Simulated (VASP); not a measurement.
SnTe:

```xyz
2
Lattice="0.0000 3.1509 3.1509 3.1509 0.0000 3.1509 3.1509 3.1509 0.0000" Properties=species:S:1:pos:R:3 pbc="T T T"
Sn    0.0000    0.0000    0.0000
Te    3.1509    3.1509    3.1509
```

```yaml
Program: VASP 6.6.1
Task: relaxation of cell and atoms
Functional: PBE
Potentials_or_basis: VASP PAW PBE potentials, release 64 (Sn_d, Te)
Cutoff: 600 eV
k_mesh: 6 × 6 × 6
Occupations: methfessel-paxton, width 0.1 eV
Spin: no spin polarisation
```

At the start: pressure 2.2 GPa; volume 31.28 Å³/atom.

Problem. How do energy, volume and symmetry change on relaxing?

Solution. Over 3 steps the energy falls by 11.1 meV/atom and the volume is 32.95 Å³/atom (+5.3 %); space group Fm-3m (No. 225, to 0.05 Å).

Step by step:
```tsv
step	energy change (eV)	largest force (eV/Å)	pressure (GPa)	volume (Å³)
1	0.0000	0.0000	2.22	62.56
2	-0.0212	0.0000	-0.36	66.56
3	-0.0221	0.0000	-0.02	65.90
```

Final structure:
```
Sn Te
1.0
     0.00000    3.20598    3.20598
     3.20598    0.00000    3.20598
     3.20598    3.20598    0.00000
Sn Te
1 1
Direct
  0.00000 0.00000 0.00000
  0.50000 0.50000 0.50000
```
